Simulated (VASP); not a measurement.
## W4S9 (a cell with a defect): single point with PBE

The system is W4S9 (a cell with a defect).

```xyz
13
Lattice="3.1877 5.5213 0.0000 6.3755 0.0000 0.0000 3.1877 1.8404 -7.4744" Properties=species:S:1:pos:R:3 pbc="T T T"
W     3.2794    1.7869   -7.4237
W     6.5216    1.7877   -7.4251
W     4.9003    4.5321   -7.3806
W     8.0876    4.5002   -7.4249
S     6.5050    3.6056   -5.8271
S     9.6705    3.6055   -5.8266
S     8.0895    6.3718   -5.9346
S    11.2756    6.3855   -5.8267
S     3.2822    1.7855   -1.5080
S     6.5182    1.7848   -1.5064
S     4.9001    4.5322   -1.4954
S     8.0885    4.5046   -1.5066
S     8.1001    6.3667   -3.9923
```

This cell differs from its parent crystal: with an interstitial atom, then relaxed in part.

| Quantity | Value |
| --- | --- |
| Program | VASP 6.6.1 |
| Task | single point |
| Functional | PBE |
| Potentials or basis | VASP PAW PBE potentials, release 64 (W_sv, S) |
| Cutoff | 520 eV |
| k mesh | 3 × 3 × 3 |
| Occupations | gaussian, width 0.02 eV |
| Spin | no spin polarisation |

```json
{
  "Pressure": "1.7 GPa",
  "Largest force": "0.186 eV/Å",
  "Band gap on the k mesh": "1.44 eV"
}
```

Forces on the atoms (eV/Å):
```
W   -0.012  0.008 -0.005
W    0.013  0.001 -0.006
W   -0.003  0.001  0.003
W    0.007 -0.012 -0.006
S    0.003 -0.002  0.004
S   -0.001  0.001  0.001
S    0.000  0.000  0.186
S   -0.001  0.000  0.001
S   -0.001  0.000  0.000
S    0.001  0.001 -0.004
S    0.002 -0.001 -0.002
S    0.000 -0.001 -0.003
S   -0.009  0.004 -0.169
```

Stress tensor (GPa, compression positive):
```
 1.07  0.00 -0.02
 0.00  1.07  0.01
-0.02  0.01  2.95
```

Levels at points of the mesh, in eV from the valence-band top:
```tsv
k point	band 52	band 53	band 54	band 55	band 56	band 57	band 58	band 59
(0.00, 0.00, 0.00)	-1.34	-0.32	-0.32	-0.27	2.55	2.57	2.57	2.62
```

Wall time 2.5 min on 1 thread of Intel(R) Xeon(R) 6975P-C (Granite Rapids) (shared host), peak memory 0.46 GiB.

Caveat: the cell differs from its parent crystal (with an interstitial atom, then relaxed in part); spin-orbit coupling is left out, which moves the levels of the heavy elements.
